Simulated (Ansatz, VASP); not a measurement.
# Zr2TiN3: VASP beside Ansatz

```xyz
6
Lattice="3.1783 0.0000 0.0000 -1.5892 2.7525 0.0000 0.0000 0.0000 7.7482" Properties=species:S:1:pos:R:3 pbc="T T T"
Zr    1.5892    0.9175    6.3929
Zr    0.0000    1.8350    1.3554
Ti    0.0000    0.0000    3.8741
N     0.0000    1.8350    5.0579
N     1.5892    0.9175    2.6903
N     0.0000    0.0000    0.0000
```

Alike in both runs: functional PBE; k mesh 12 × 12 × 6; occupations gaussian, width 0.1 eV; no spin polarisation.

Ansatz relaxed the structure, and its values are those at the end. VASP's run is a single point on that final structure, the one shown.

|  | VASP | Ansatz |
| --- | --- | --- |
| version | VASP 6.6.1 | Ansatz 0.2.0 |
| potentials or method | VASP PAW PBE potentials, release 64 (Zr_sv, Ti_sv, N), cutoff 520 eV | scalar-relativistic, plane waves, PAW |
| valence electrons in the cell | 51 | 51 |

```tsv
	VASP	Ansatz	Ansatz less VASP
gap on the k mesh at the Fermi level (eV)	none	none	-
pressure (GPa)	0.3	0.0	-0.32
rms of the force components (eV/Å)	0.006	0.002	-0.0040
```

A gap of «none» marks a metal or a gap that the smearing closes. With one functional, cell and mesh, what is left measures potentials, basis and numerics.
